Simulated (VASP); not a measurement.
Crystal: ZnS.

```xyz
2
Lattice="0.0000 2.7380 2.6941 2.7380 0.0000 2.6941 2.7380 2.7380 0.0000" Properties=species:S:1:pos:R:3 pbc="T T T"
Zn    0.0000    0.0000    0.0000
S     1.3690    1.3690    1.3470
```

This cell differs from its parent crystal: biaxial xy strain +1.6%.

Base run:

| Property | Result |
| --- | --- |
| Program | VASP 6.6.1 |
| Functional | PBE |
| Potentials or basis | VASP PAW PBE potentials, release 64 (Zn, S) |
| Cutoff | 520 eV |
| k mesh | 8 × 8 × 8 |
| Occupations | fermi-dirac, width 0.02 eV |
| Spin | no spin polarisation |

Its results: band gap on the k mesh 1.97 eV, direct; pressure 0.0 GPa.

Question: The run is repeated on the same cell with these changes: functional from PBE to r2SCAN; occupations from fermi-dirac, width 0.02 eV to gaussian, width 0.01 eV. What comes out?

Answer: Band gap on the k mesh 2.53 eV, direct; pressure -2.3 GPa.

Caveats: the PAW data sets were made with another functional, which shifts forces and pressure a little (some runs).

